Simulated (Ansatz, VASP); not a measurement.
## Two plane-wave programs on In2GaN

```
In Ga N
1.0
     2.49551    1.44078    5.66075
    -2.49551    1.44078    5.66075
     0.00000   -2.88156    5.66075
In Ga N
2 1 1
Direct
  0.11749 0.11749 0.11749
  0.88251 0.88251 0.88251
  0.50000 0.50000 0.50000
  0.00000 0.00000 0.00000
```

Alike in both runs: functional PBE; k mesh 12 × 12 × 12; occupations gaussian, width 0.1 eV; no spin polarisation.

Ansatz relaxed the structure, and its values are those at the end. VASP's run is a single point on that final structure, the one shown.

```csv
,VASP,Ansatz
version,VASP 6.6.1,Ansatz 0.2.0
potentials or method,"VASP PAW PBE potentials, release 64 (In_d, Ga_d, N), cutoff 520 eV","scalar-relativistic, plane waves, PAW"
valence electrons in the cell,44,44
```

```csv
,VASP,Ansatz,Ansatz less VASP
gap on the k mesh at the Fermi level (eV),none,none,-
pressure (GPa),0.0,0.0,-0.02
rms of the force components (eV/Å),0.007,0.002,-0.0055
```

A gap of «none» marks a metal or a gap that the smearing closes.
